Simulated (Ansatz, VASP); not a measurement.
# TaN in VASP and in Ansatz

Contents of INCAR:

```
PREC = Accurate ; ENCUT = 520
EDIFF = 1E-6 ; ISMEAR = 0
SIGMA = 0.15 ; LREAL = False
LASPH = True ; NELM = 60
ALGO = Normal ; ISIF = 2
LWAVE = False ; LCHARG = False
GGA = PS ; NBANDS = 24
```

Contents of KPOINTS:

```
Automatic mesh
0
Gamma
  18 18 8
```

POSCAR

```
TaN
1.0
    3.0364282607      0.0000000000      0.0000000000
   -1.5182141304      2.6296240105      0.0000000000
    0.0000000000      0.0000000000      5.8857825591
Ta N
2 2
Direct
    0.3333333333      0.6666666667      0.0301041378
    0.6666666667      0.3333333333      0.5301041378
    0.3333333333      0.6666666667      0.3548958622
    0.6666666667      0.3333333333      0.8548958622
```

Input for Ansatz:

```yaml
crystal:
  lattice:
    - [3.0364282607, 0.0, 0.0]
    - [-1.5182141304, 2.6296240105, 0.0]
    - [0.0, 0.0, 5.8857825591]
  atoms:
    - { symbol: Ta, position: [0.3333333333, 0.6666666667, 0.0301041378] }
    - { symbol: Ta, position: [0.6666666667, 0.3333333333, 0.5301041378] }
    - { symbol: "N", position: [0.3333333333, 0.6666666667, 0.3548958622] }
    - { symbol: "N", position: [0.6666666667, 0.3333333333, 0.8548958622] }
basis:
  ecutwfc: 520.0
kpoints:
  mp_grid: { grid: [18, 18, 8] }
hamiltonian:
  xc: pbesol
  pseudopotentials: { kind: paw, azcp: { folder: soft_1 } }
scf:
  occupations: { method: gaussian, width: 0.15 }
output:
  forces: true
  stress: true
  eigenvalues: true
```

Alike in both runs: task single point; functional PBEsol; k mesh 18 × 18 × 8; occupations gaussian, width 0.15 eV; no spin polarisation.

|  | VASP | Ansatz |
| --- | --- | --- |
| version | VASP 6.6.1 | Ansatz 0.2.0 |
| potentials or method | VASP PAW PBE potentials, release 64 (Ta_pv, N), cutoff 520 eV | scalar-relativistic, plane waves, PAW |
| valence electrons in the cell | 32 | 36 |

|  | VASP | Ansatz | Ansatz less VASP |
| --- | --- | --- | --- |
| gap on the k mesh at the Fermi level (eV) | none | none | - |
| rms of the force components (eV/Å) | 0.065 | 0.047 | -0.0182 |

VASP's potentials were made for PBE, not for PBEsol, and Ansatz warns of the same on its side. Atom by atom the forces differ by 0.018 eV/Å (rms over components). A gap of «none» marks a metal or a gap that the smearing closes. The functional is the same, so the differences come from potentials, cutoffs and numerics. VASP's potentials hold 32 valence electrons a cell and Ansatz's 36, so a difference there can come from the potentials and not from the codes.

Spin-orbit coupling is off throughout.
